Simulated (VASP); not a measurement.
# Tc (P6_3/mmc) in VASP: a series of runs, part 2 of 2

VASP 6.6.1.

**4. Single point, PBEsol**

This run uses another cell than the first one, of 14.39 Å³/atom, 1.063 times its volume.

Contents of INCAR:

```
PREC = Accurate ; ENCUT = 520
EDIFF = 1E-7 ; ISMEAR = -1
SIGMA = 0.1 ; LREAL = F
LASPH = T ; NELM = 100
ALGO = Normal ; ISIF = 2
LWAVE = F ; LCHARG = F
GGA = PS ; NBANDS = 34
```

Contents of KPOINTS:

```
Automatic mesh
0
Gamma
  10 10 3
```

Contents of POSCAR:

```
Tc
1.0
    2.7484562050      0.0000000000      0.0000000000
   -1.3742281075      2.3802328936      0.0000000000
    0.0000000000      0.0000000000      8.7988198183
Tc
4
Direct
    0.0000000000      0.0000000000      0.0000000000
    0.3333333333      0.6666666667      0.2500000000
    0.0000000000      0.0000000000      0.5000000000
    0.6666666667      0.3333333333      0.7500000000
```

Potentials or basis: VASP PAW PBE potentials, release 64 (Tc_pv).

On the command line:

```
$ cat potpaw_PBE.64/Tc_pv/POTCAR > POTCAR
$ mpirun -np 1 vasp_std > vasp.out
```

OUTCAR:

```text
PREC = Accurate
   ENCUT = 520
   EDIFF = 1E-7
   ISMEAR = -1
   LREAL = F
   LASPH = T
   NELM = 100
   ISIF = 2
   GGA = PS

 ion  position               nearest neighbor table
   1  0.000  0.000  0.000-   4 2.71   2 2.71   4 2.71   2 2.71   2 2.71   4 2.71
   2  0.333  0.667  0.250-   1 2.71   3 2.71   1 2.71   3 2.71   1 2.71   3 2.71
   3  0.000  0.000  0.500-   4 2.71   2 2.71   4 2.71   2 2.71   2 2.71   4 2.71
   4  0.667  0.333  0.750-   1 2.71   3 2.71   1 2.71   3 2.71   1 2.71   3 2.71

  LATTYP: Found a hexagonal cell.
 ALAT       =     2.7484562050
 C/A-ratio  =     3.2013680270

  Lattice vectors:

 A1 = (   2.7484562050,   0.0000000000,   0.0000000000)
 A2 = (  -1.3742281075,   2.3802328936,   0.0000000000)
 A3 = (   0.0000000000,   0.0000000000,   8.7988198183)

Analysis of symmetry for initial positions (statically):
=====================================================================
 Subroutine PRICEL returns:
 Original cell was already a primitive cell.

 Routine SETGRP: Setting up the symmetry group for a
 hexagonal supercell.

 Subroutine GETGRP returns: Found 24 space group operations
 (whereof 12 operations were pure point group operations)
 out of a pool of 24 trial point group operations.

The static configuration has the point symmetry D_3d.
 The point group associated with its full space group is D_6h.

Analysis of symmetry for dynamics (positions and initial velocities):
=====================================================================
 Subroutine PRICEL returns:
 Original cell was already a primitive cell.

 Routine SETGRP: Setting up the symmetry group for a
 hexagonal supercell.

 Subroutine GETGRP returns: Found 24 space group operations
 (whereof 12 operations were pure point group operations)
[... 121 lines left out ...]
   EFERMI =   0.00;   METHOD = LEGACY
   ISMEAR =    -1;   SIGMA  =   0.10  broadening in eV -4-tet -1-fermi 0-gaus
   EFERMI_NEDOS =   21; number of points for ismear=-14 and -15
   IALGO  =     38    algorithm
   IMIX   =      4    mixing-type and parameters
     AMIX     =   0.40;   BMIX     =  1.00
     AMIX_MAG =   1.60;   BMIX_MAG =  1.00
  volume/ion in A,a.u.               =      14.39        97.11
  Fermi-wavevector in a.u.,A,eV,Ry     =   1.582578  2.990638 34.076502  2.504552
  Thomas-Fermi vector in A             =   2.682480
   LORBIT       =      0    0 simple, 1 ext, 2 COOP (PROOUT), +10 PAW based schemes
   GGA     = PS    functional components
   LHFCALC =     F    Hartree Fock is set to
   AEXX    =    0.0000 exact exchange contribution
   IVDW    =     0    specifies the selected vdW correction
   LEPSILON=     F    determine dielectric tensor
   LRPA    =     F    only Hartree local field effects (RPA)
 non-spin polarized calculation
  energy-cutoff  :      520.00
  volume of cell :       57.56
 maximum number of plane-waves:      1565
   NGX = 11   NGY = 11   NGZ = 33

 number of electron      52.0000009 magnetization

 Free energy of the ion-electron system (eV)
  ---------------------------------------------------
  ext. energy  EPLUGINS =         0.00000000
  ---------------------------------------------------
  free energy    TOTEN  =       -45.06039315 eV

  energy without entropy =      -44.93753939  energy(sigma->0) =      -44.99896627

 E-fermi :  12.4770     XC(G=0): -13.9111

 val. band max:       12.4508836729   @ k =   0.3000   0.2000   0.0000
 cond. band min:      12.4867223147   @ k =   0.2000   0.1000   0.3333
 fundamental gap:      0.0358386418
 Fermi energy:        12.4769691028

 k-point     1 :       0.0000    0.0000    0.0000
  band No.  band energies     occupation
      1     -26.9937      2.00000
      2     -26.4019      2.00000
      3     -26.3046      2.00000
      4     -25.8826      2.00000
      5     -25.8826      2.00000
      6     -25.7991      2.00000
[... 877 lines left out ...]
     33      17.0428      0.00000
     34      17.4357      0.00000

 [... further k-points ...]

------------------------ aborting loop because EDIFF is reached ----------------------------------------

  FORCE on cell =-STRESS in cart. coord.  units (eV):
  Direction    XX          YY          ZZ          XY          YZ          ZX
  --------------------------------------------------------------------------------------
  -------------------------------------------------------------------------------------
  Total       -3.1879305     -3.1879305     -2.9360661      0.0000000      0.0000000     -0.0000000
  in kB      -88.7333187    -88.7333186    -81.7228907      0.0000002      0.0000000     -0.0000000
  external PRESSURE =     -86.3965093 kB  Pullay stress =       0.0000000 kB

 VOLUME and BASIS-vectors are now :
 -----------------------------------------------------------------------------
  energy-cutoff  :      520.00
  volume of cell :       57.56
      direct lattice vectors                 reciprocal lattice vectors
     2.748456205  0.000000000  0.000000000     0.363840616  0.210063479  0.000000000
    -1.374228108  2.380232894  0.000000000     0.000000000  0.420126956  0.000000000
     0.000000000  0.000000000  8.798819818     0.000000000  0.000000000  0.113651606

 POSITION                                       TOTAL-FORCE (eV/Angst)
 -----------------------------------------------------------------------------------
      0.00000      0.00000      0.00000         0.000000      0.000000      0.000000
     -0.00000      1.58682      2.19970        -0.000000      0.000000      0.000000
      0.00000      0.00000      4.39941         0.000000      0.000000      0.000000
      1.37423      0.79341      6.59911         0.000000     -0.000000     -0.000000
 -----------------------------------------------------------------------------------
    total drift:                                0.000000     -0.000000      0.000000

  FREE ENERGIE OF THE ION-ELECTRON SYSTEM (eV)
  ---------------------------------------------------
  free  energy   TOTEN  =       -45.0603931525 eV

  energy  without entropy=      -44.9375393922  energy(sigma->0) =      -44.99896627
```

OSZICAR:

```text
N       E                     dE             d eps       ncg     rms          rms(c)
DAV:   1     0.715090430976E+03    0.71509E+03   -0.31281E+04  2016   0.160E+03
DAV:   2    -0.213033742910E+02   -0.73639E+03   -0.71910E+03  2076   0.491E+02
DAV:   3    -0.480080721284E+02   -0.26705E+02   -0.25873E+02  2236   0.104E+02
DAV:   4    -0.484927190800E+02   -0.48465E+00   -0.48023E+00  2186   0.135E+01
DAV:   5    -0.484978835006E+02   -0.51644E-02   -0.51592E-02  2078   0.139E+00    0.353E+01
DAV:   6    -0.454385543038E+02    0.30593E+01   -0.72994E+00  2008   0.190E+01    0.104E+01
DAV:   7    -0.450867794793E+02    0.35177E+00   -0.13406E+00  2222   0.728E+00    0.128E+00
DAV:   8    -0.450850639572E+02    0.17155E-02   -0.13041E-01  2284   0.341E+00    0.133E+00
DAV:   9    -0.450601977328E+02    0.24866E-01   -0.73316E-02  2290   0.248E+00    0.196E-01
DAV:  10    -0.450603878404E+02   -0.19011E-03   -0.24728E-03  2086   0.380E-01    0.447E-02
DAV:  11    -0.450603936272E+02   -0.57868E-05   -0.59687E-05  2262   0.633E-02    0.182E-02
DAV:  12    -0.450603942553E+02   -0.62812E-06   -0.61017E-06  2266   0.174E-02    0.669E-03
DAV:  13    -0.450603933668E+02    0.88847E-06   -0.41548E-07  1868   0.591E-03    0.126E-03
DAV:  14    -0.450603930992E+02    0.26767E-06   -0.40789E-08  1020   0.190E-03    0.211E-04
DAV:  15    -0.450603931525E+02   -0.53277E-07   -0.65278E-09   992   0.672E-04
   1 F= -.45060393E+02 E0= -.44998966E+02  d E =-.122854E+00
```

Wall time 54 s (1 thread of Intel Xeon Platinum 8259CL at 2.50GHz (Skylake/Cascade Lake), shared host); peak memory 0.18 GiB.

Results:

```
Free energy            : -45.0604 eV
Pressure               : -8.6 GPa
Band gap on the k mesh : zero (band 26 reaches 14.47 eV, above the bottom of band 27 at 11.35 eV)
```

Caveat: the PAW data sets were made with another functional, which shifts forces and pressure a little.

**5. Single point, PBEsol**

This run uses another cell than the first one, of 14.82 Å³/atom, 1.095 times its volume.

Contents of INCAR:

```
PREC = Accurate ; ENCUT = 520
EDIFF = 1E-6 ; ISMEAR = -1
SIGMA = 0.1 ; LREAL = False
LASPH = True ; NELM = 80
ALGO = Normal ; ISIF = 2
LWAVE = False ; LCHARG = True
GGA = PS ; LELF = True
LVHAR = True ; NBANDS = 34
```

KPOINTS is that of step 4.

Contents of POSCAR:

```
Tc
1.0
    2.7754035725      0.0000000000      0.0000000000
   -1.3877017913      2.4035699984      0.0000000000
    0.0000000000      0.0000000000      8.8850882589
Tc
4
Direct
    0.0000000000      0.0000000000      0.0000000000
    0.3333333333      0.6666666667      0.2500000000
    0.0000000000      0.0000000000      0.5000000000
    0.6666666667      0.3333333333      0.7500000000
```

On the command line:

```
$ cat potpaw_PBE.64/Tc_pv/POTCAR > POTCAR
$ mpirun -np 1 vasp_std > vasp.out
```

Wall time 60 s (1 thread of Intel Xeon Platinum 8259CL at 2.50GHz (Skylake/Cascade Lake), shared host); peak memory 0.2 GiB.

It converged, with:

```yaml
Free_energy: -44.9271 eV
Pressure: -16.6 GPa
Band_gap_on_the_k_mesh: zero (band 26 reaches 13.89 eV, above the bottom of band 27 at 10.91 eV)
```

Stress tensor (GPa, compression positive):
```
-16.77   0.00   0.00
  0.00 -16.77   0.00
  0.00   0.00 -16.30
```

Levels at points of the mesh, in eV from the Fermi level:
```csv
k point,band 24,band 25,band 26,band 27,band 28,band 29
"(0.00, 0.00, 0.00)",-1.19,-1.19,-1.08,-1.08,0.26,0.26
"(0.50, 0.00, 0.00)",0.06,0.07,1.90,2.75,2.78,2.91
```

Caveat: the PAW data sets were made with another functional, which shifts forces and pressure a little.

**6. Single point, PBEsol**

This run uses another cell than the first one, of 15.25 Å³/atom, 1.126 times its volume.

Contents of INCAR:

```
PREC     = Accurate       # precision mode
ENCUT    = 520            # plane-wave cutoff, eV
EDIFF    = 1E-7           # SCF threshold, eV
ISMEAR   = -1             # smearing method
SIGMA    = 0.1            # smearing width, eV
LREAL    = False          # projectors in reciprocal space
LASPH    = True           # aspherical terms in the spheres
NELM     = 60             # most SCF steps
ALGO     = Normal         # electronic algorithm
ISIF     = 2              # what is computed and relaxed
LWAVE    = False          # write WAVECAR
LCHARG   = True           # write CHGCAR
GGA      = PS             # functional
LELF     = True           # ELF
LVHAR    = True         
NBANDS   = 34             # bands
```

Contents of KPOINTS:

```
regular mesh
0
Gamma
  10 10 3
```

Contents of POSCAR:

```
Tc
1.0
    2.8018375784      0.0000000000      0.0000000000
   -1.4009187943      2.4264625190      0.0000000000
    0.0000000000      0.0000000000      8.9697132403
Tc
4
Direct
    0.0000000000      0.0000000000      0.0000000000
    0.3333333333      0.6666666667      0.2500000000
    0.0000000000      0.0000000000      0.5000000000
    0.6666666667      0.3333333333      0.7500000000
```

Potentials or basis: VASP PAW PBE potentials, release 64 (Tc_pv).

On the command line:

```
$ cat potpaw_PBE.64/Tc_pv/POTCAR > POTCAR
$ mpirun -np 1 vasp_std > vasp.out
```

Wall time 64 s (1 thread of Intel Xeon Platinum 8259CL at 2.50GHz (Skylake/Cascade Lake), shared host); peak memory 0.2 GiB.

The run converged. Its results:

```
Free energy            : -44.7159 eV
Pressure               : -23.2 GPa
Band gap on the k mesh : zero (band 26 reaches 13.35 eV, above the bottom of band 27 at 10.49 eV)
```

Stress tensor (GPa, compression positive):
```
-23.32   0.00   0.00
  0.00 -23.32   0.00
  0.00   0.00 -23.05
```

Levels at points of the mesh, in eV from the Fermi level:
```tsv
k point	band 24	band 25	band 26	band 27	band 28	band 29
(0.00, 0.00, 0.00)	-1.14	-1.14	-1.03	-1.03	0.25	0.25
(0.50, 0.00, 0.00)	0.06	0.08	1.83	2.63	2.66	2.80
```

Caveat: the PAW data sets were made with another functional, which shifts forces and pressure a little.

**7. Overview**

| cell | gap on the mesh (eV) | pressure (GPa) |
| --- | --- | --- |
| a = 2.693, b = 2.693, c = 8.621 Å, angles 90.0, 90.0, 120.0°, 4 atoms | none | 11.8 |
| a = 2.721, b = 2.721, c = 8.711 Å, angles 90.0, 90.0, 120.0°, 4 atoms | none | 0.8 |
| a = 2.748, b = 2.748, c = 8.799 Å, angles 90.0, 90.0, 120.0°, 4 atoms | none | -8.6 |
| a = 2.775, b = 2.775, c = 8.885 Å, angles 90.0, 90.0, 120.0°, 4 atoms | none | -16.6 |
| a = 2.802, b = 2.802, c = 8.970 Å, angles 90.0, 90.0, 120.0°, 4 atoms | none | -23.2 |

Alike in all rows: task single point; level PBEsol; potentials or basis VASP PAW PBE potentials, release 64 (Tc_pv); no spin polarisation; k mesh 10 × 10 × 3; cutoff (eV) 520; smearing fermi-dirac 0.1 eV.

Caveats: the PAW data sets were made with another functional, which shifts forces and pressure a little.

Total energies depend on the potentials used, so only differences within one code and one set of settings carry meaning.
